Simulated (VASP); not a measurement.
# Li (Im-3m) in VASP: a series of runs, part 2 of 2

VASP 6.6.1. Earlier steps stand in the parts before.

## 3. Relaxation of cell and atoms, PBEsol

This run uses another cell than the first one, of 21.25 Å³/atom.

File INCAR:

```
SYSTEM = Li
PREC     = Accurate       ! precision mode
ENCUT    = 600            ! plane-wave cutoff, eV
EDIFF    = 1E-6           ! SCF threshold, eV
ISMEAR   = 1              ! smearing method
SIGMA    = 0.1            ! smearing width, eV
LREAL    = .FALSE.        ! projectors in reciprocal space
LASPH    = .TRUE.         ! aspherical terms in the spheres
NELM     = 80             ! most SCF steps
ALGO     = Normal         ! electronic algorithm
ISIF     = 3              ! what is computed and relaxed
LWAVE    = .FALSE.        ! write WAVECAR
LCHARG   = .FALSE.        ! write CHGCAR
GGA      = PS             ! functional
IBRION   = 2              ! ionic algorithm
NSW      = 60             ! ionic steps
EDIFFG   = -0.005         ! ionic threshold
```

File KPOINTS:

```
regular mesh
0
G
  22 22 22
  0 0 0
```

File POSCAR:

```
Li
1.0
   -1.7450000000      1.7450000000      1.7450000000
    1.7450000000     -1.7450000000      1.7450000000
    1.7450000000      1.7450000000     -1.7450000000
Li
1
Direct
    0.0000000000      0.0000000000      0.0000000000
```

Potentials or basis: VASP PAW PBE potentials, release 64 (Li_sv).

Started as:

```sh
cat potpaw_PBE.64/Li_sv/POTCAR > POTCAR
mpirun -np 1 vasp_std > vasp.out
```

OUTCAR:

```text
SYSTEM = Li
   PREC = Accurate
   ENCUT = 600
   EDIFF = 1E-6
   ISMEAR = 1
   LREAL = .FALSE.
   LASPH = .TRUE.
   NELM = 80
   ISIF = 3
   GGA = PS
   IBRION = 2
   NSW = 60
   EDIFFG = -0.005

 ion  position               nearest neighbor table
   1  0.000  0.000  0.000-

  LATTYP: Found a body centered cubic cell.
 ALAT       =     3.4900000000

  Lattice vectors:

 A1 = (  -1.7450000000,   1.7450000000,   1.7450000000)
 A2 = (   1.7450000000,  -1.7450000000,   1.7450000000)
 A3 = (   1.7450000000,   1.7450000000,  -1.7450000000)

Analysis of symmetry for initial positions (statically):
=====================================================================
 Subroutine PRICEL returns:
 Original cell was already a primitive cell.

 Routine SETGRP: Setting up the symmetry group for a
 body centered cubic supercell.

 Subroutine GETGRP returns: Found 48 space group operations
 (whereof 48 operations were pure point group operations)
 out of a pool of 48 trial point group operations.

The static configuration has the point symmetry O_h .

Analysis of symmetry for dynamics (positions and initial velocities):
=====================================================================
 Subroutine PRICEL returns:
 Original cell was already a primitive cell.

 Routine SETGRP: Setting up the symmetry group for a
 body centered cubic supercell.

 Subroutine GETGRP returns: Found 48 space group operations
 (whereof 48 operations were pure point group operations)
 out of a pool of 48 trial point group operations.

The dynamic configuration has the point symmetry O_h .

 Subroutine INISYM returns: Found 48 space group operations
 (whereof 48 operations are pure point group operations),
 and found     1 'primitive' translations

[... 120 lines left out ...]
   IVDW    =     0    specifies the selected vdW correction
   LEPSILON=     F    determine dielectric tensor
   LRPA    =     F    only Hartree local field effects (RPA)
 conjugate gradient relaxation of ions
 non-spin polarized calculation
 Methfessel and Paxton  Order N= 1 SIGMA  =   0.10
  energy-cutoff  :      600.00
  volume of cell :       21.25
 maximum number of plane-waves:       726
   NGX = 13   NGY = 13   NGZ = 13

--------------------------------------- Ionic step        1  -------------------------------------------

 number of electron       2.9999990 magnetization

 Free energy of the ion-electron system (eV)
  ---------------------------------------------------
  ext. energy  EPLUGINS =         0.00000000
  ---------------------------------------------------
  free energy    TOTEN  =        -1.96462604 eV

  energy without entropy =       -1.96455523  energy(sigma->0) =       -1.96460244

------------------------ aborting loop because EDIFF is reached ----------------------------------------

  FORCE on cell =-STRESS in cart. coord.  units (eV):
  Direction    XX          YY          ZZ          XY          YZ          ZX
  --------------------------------------------------------------------------------------
  -------------------------------------------------------------------------------------
  Total       -0.0969130     -0.0969130     -0.0969130      0.0000000     -0.0000000     -0.0000000
  in kB       -7.3054360     -7.3054360     -7.3054360      0.0000000     -0.0000000     -0.0000000
  external PRESSURE =      -7.3054360 kB  Pullay stress =       0.0000000 kB
[... 92 lines left out ...]
--------------------------------------- Ionic step        4  -------------------------------------------

 number of electron       3.0000004 magnetization

 Free energy of the ion-electron system (eV)
  ---------------------------------------------------
  ext. energy  EPLUGINS =         0.00000000
  ---------------------------------------------------
  free energy    TOTEN  =        -1.96760521 eV

  energy without entropy =       -1.96751315  energy(sigma->0) =       -1.96757452

 E-fermi :   0.6700     XC(G=0):  -7.0515

 val. band max:        0.6681468740   @ k =   0.4545   0.0000   0.0000
 cond. band min:       0.6762787354   @ k =   0.3182   0.1818   0.0000
 fundamental gap:      0.0081318614
 Fermi energy:         0.6700309639

 k-point     1 :       0.0000    0.0000    0.0000
  band No.  band energies     occupation
      1     -45.2213      2.00000
      2      -2.9100      2.00000
      3      15.4342      0.00000
      4      15.4342      0.00000
      5      15.4342      0.00000
[... 177 lines left out ...]
 k-point    24 :       0.1364    0.0909    0.0000
  band No.  band energies     occupation
      1     -45.2141      2.00000
      2      -2.1639      2.00000
      3      11.6532      0.00000
      4      12.5039      0.00000
      5      13.8028      0.00000

 [... further k-points ...]

------------------------ aborting loop because EDIFF is reached ----------------------------------------

  FORCE on cell =-STRESS in cart. coord.  units (eV):
  Direction    XX          YY          ZZ          XY          YZ          ZX
  --------------------------------------------------------------------------------------
  -------------------------------------------------------------------------------------
  Total        0.0014050      0.0014050      0.0014050      0.0000000     -0.0000000      0.0000000
  in kB        0.1125670      0.1125670      0.1125670      0.0000000     -0.0000000      0.0000000
  external PRESSURE =       0.1125670 kB  Pullay stress =       0.0000000 kB
[... 16 lines left out ...]
  FREE ENERGIE OF THE ION-ELECTRON SYSTEM (eV)
  ---------------------------------------------------
  free  energy   TOTEN  =        -1.9676052074 eV

  energy  without entropy=       -1.9675131541  energy(sigma->0) =       -1.96757452

 reached required accuracy - stopping structural energy minimisation
```

Wall time 45 s (1 thread of Intel Xeon 8259CL, shared host); peak memory 0.16 GiB.

What came out:

| Quantity | Value |
| --- | --- |
| Free energy | -1.9676 eV |
| Relaxed volume | 20.00 Å³/atom |
| Relaxed cell | a = 2.962 Å, b = 2.962 Å, c = 2.962 Å, α = 109.47°, β = 109.47°, γ = 109.47° |
| Space group after relaxing (to 0.1 Å) | Im-3m (No. 229) |
| Energy gained by relaxing | 3.0 meV/atom |
| Ionic steps | 4 |
| Pressure after relaxing | 0.0 GPa |
| Band gap on the k mesh | zero (an odd number of electrons rules out a gap without spin polarisation) |

Step by step:
```tsv
step	energy change (eV)	largest force (eV/Å)	pressure (GPa)	volume (Å³)
1	0.0000	0.0000	-0.73	21.25
2	-0.0012	0.0000	-0.57	20.96
3	-0.0029	0.0000	-0.16	20.26
4	-0.0030	0.0000	0.01	20.00
```

Final structure:
```cif
data_structure
_symmetry_space_group_name_H-M 'P 1'
_symmetry_Int_Tables_number 1
_cell_length_a 2.9616
_cell_length_b 2.9616
_cell_length_c 2.9616
_cell_angle_alpha 109.471
_cell_angle_beta 109.471
_cell_angle_gamma 109.471
_cell_volume 20.00
loop_
_atom_site_label
_atom_site_type_symbol
_atom_site_fract_x
_atom_site_fract_y
_atom_site_fract_z
_atom_site_occupancy
Li1 Li 0.00000 0.00000 0.00000 1
```

Caveat: the cutoff is under 1.25 times the usual one of these potentials, so pressure, stress and relaxed cells hold a basis-set (Pulay) error; the PAW data sets were made with another functional, which shifts forces and pressure a little.

## 4. Relaxation of cell and atoms, PBE

This run uses another cell than the first one, of 21.25 Å³/atom.

File INCAR:

```
SYSTEM = Li
PREC = Accurate ; ENCUT = 600
EDIFF = 1E-6 ; ISMEAR = 1
SIGMA = 0.1 ; LREAL = .FALSE.
LASPH = .TRUE. ; NELM = 80
ALGO = Normal ; ISIF = 3
LWAVE = .FALSE. ; LCHARG = .FALSE.
GGA = PE ; IBRION = 2
NSW = 60 ; EDIFFG = -0.005
```

KPOINTS is that of step 3.

POSCAR is that of step 3.

Started as:

```sh
cat potpaw_PBE.64/Li_sv/POTCAR > POTCAR
mpirun -np 1 vasp_std > vasp.out
```

Run time: 78 s. Hardware: 1 thread of Intel Xeon 8259CL, shared host; peak memory 0.16 GiB.

It converged, with:

| Item | Value |
| --- | --- |
| Free energy | -1.9056 eV |
| Relaxed volume | 20.06 Å³/atom |
| Relaxed cell | a = 2.965 Å, b = 2.965 Å, c = 2.965 Å, α = 109.47°, β = 109.47°, γ = 109.47° |
| Space group after relaxing (to 0.1 Å) | Im-3m (No. 229) |
| Energy gained by relaxing | 2.8 meV/atom |
| Ionic steps | 5 |
| Pressure after relaxing | 0.0 GPa |
| Band gap on the k mesh | zero (an odd number of electrons rules out a gap without spin polarisation) |

The path:
| step | energy change (eV) | largest force (eV/Å) | pressure (GPa) | volume (Å³) |
| --- | --- | --- | --- | --- |
| 1 | 0.0000 | 0.0000 | -0.71 | 21.25 |
| 2 | -0.0012 | 0.0000 | -0.56 | 20.96 |
| 3 | -0.0026 | 0.0000 | -0.20 | 20.36 |
| 4 | -0.0012 | 0.0000 | 0.64 | 19.20 |
| 5 | -0.0028 | 0.0000 | -0.02 | 20.06 |

Final structure:
```
Li
1.0
    -1.71182    1.71182    1.71182
     1.71182   -1.71182    1.71182
     1.71182    1.71182   -1.71182
Li
1
Direct
  0.00000 0.00000 0.00000
```

Levels at points of the mesh, in eV from the Fermi level:
```csv
k point,band 1,band 2,band 3,band 4,band 5
"(0.00, 0.00, 0.00)",-46.51,-3.58,14.71,14.71,14.71
"(0.50, 0.00, 0.00)",-46.49,0.24,3.28,10.43,11.91
"(0.50, 0.50, 0.50)",-46.48,5.55,5.55,5.55,7.81
```

Caveat: the cutoff is under 1.25 times the usual one of these potentials, so pressure, stress and relaxed cells hold a basis-set (Pulay) error.

## 5. Single point, r2SCAN

This run uses another cell than the first one, of 20.99 Å³/atom.

File POSCAR:

```
Li
1.0
   -1.7377938020      1.7377938020      1.7377938020
    1.7377938020     -1.7377938020      1.7377938020
    1.7377938020      1.7377938020     -1.7377938020
Li
1
Direct
    0.0000000000      0.0000000000      0.0000000000
```

File INCAR.step1:

```
  PREC = Accurate
  ENCUT = 520
  ISMEAR = 1
  SIGMA = 0.1
  LREAL = F
  LASPH = T
  NELM = 100
  NBANDS = 8
  GGA = PE
  ALGO = Normal
  EDIFF = 1E-4
  LWAVE = T
  LCHARG = F
```

File INCAR.step2:

```
  PREC = Accurate
  ENCUT = 520
  EDIFF = 1E-6
  ISMEAR = 1
  SIGMA = 0.1
  LREAL = F
  LASPH = T
  NELM = 100
  ALGO = Normal
  ISIF = 2
  LWAVE = F
  LCHARG = F
  METAGGA = R2SCAN
  LMIXTAU = T
  NBANDS = 8
  ISTART = 1
```

File KPOINTS:

```
regular mesh
0
Gamma
  32 32 32
```

Started as:

```sh
cat potpaw_PBE.64/Li_sv/POTCAR > POTCAR
cp INCAR.step1 INCAR
mpirun -np 1 vasp_std > vasp.out
cp INCAR.step2 INCAR
mpirun -np 1 vasp_std > vasp.out
```

Wall time 9.5 min (1 thread of Intel Xeon 8259CL, shared host); peak memory 0.23 GiB.

Results (log left out):

```yaml
Free_energy: -2.3814 eV
Band_gap_on_the_k_mesh: zero (an odd number of electrons rules out a gap without spin polarisation)
```

Levels at points of the mesh, in eV from the Fermi level:
```csv
k point,band 1,band 2,band 3,band 4,band 5
"(0.00, 0.00, 0.00)",-48.17,-3.84,15.91,15.91,15.91
"(0.50, 0.00, 0.00)",-48.15,0.26,3.38,11.20,12.71
"(0.50, 0.50, 0.50)",-48.14,5.92,5.92,5.92,8.03
```

Caveat: the cutoff is under 1.25 times the usual one of these potentials, so pressure, stress and relaxed cells hold a basis-set (Pulay) error; the PAW data sets were made with another functional, which shifts forces and pressure a little.

## 6. Summary

| task | level | cell | k mesh | cutoff (eV) | gap on the mesh (eV) | pressure (GPa) | relaxed volume (Å³/atom) |
| --- | --- | --- | --- | --- | --- | --- | --- |
| single point | PBEsol | a = 2.972 Å, angles 109.5°, 1 atom | 33 × 33 × 33 | 520 | none | - | - |
| relaxation of cell and atoms | PBEsol | relaxed from a = 3.022 Å, angles 109.5°, 1 atom | 22 × 22 × 22 | 600 | none | 0.0 | 20.00 |
| relaxation of cell and atoms | PBE | relaxed from a = 3.022 Å, angles 109.5°, 1 atom | 22 × 22 × 22 | 600 | none | 0.0 | 20.06 |
| single point | r2SCAN | a = 3.010 Å, angles 109.5°, 1 atom | 32 × 32 × 32 | 520 | none | - | - |

Alike in all rows: potentials or basis VASP PAW PBE potentials, release 64 (Li_sv); no spin polarisation; smearing methfessel-paxton 0.1 eV.

Caveats: the cutoff is under 1.25 times the usual one of these potentials, so pressure, stress and relaxed cells hold a basis-set (Pulay) error; the PAW data sets were made with another functional, which shifts forces and pressure a little (at least some runs).

Absolute energies hang on the potentials; compare differences alone.
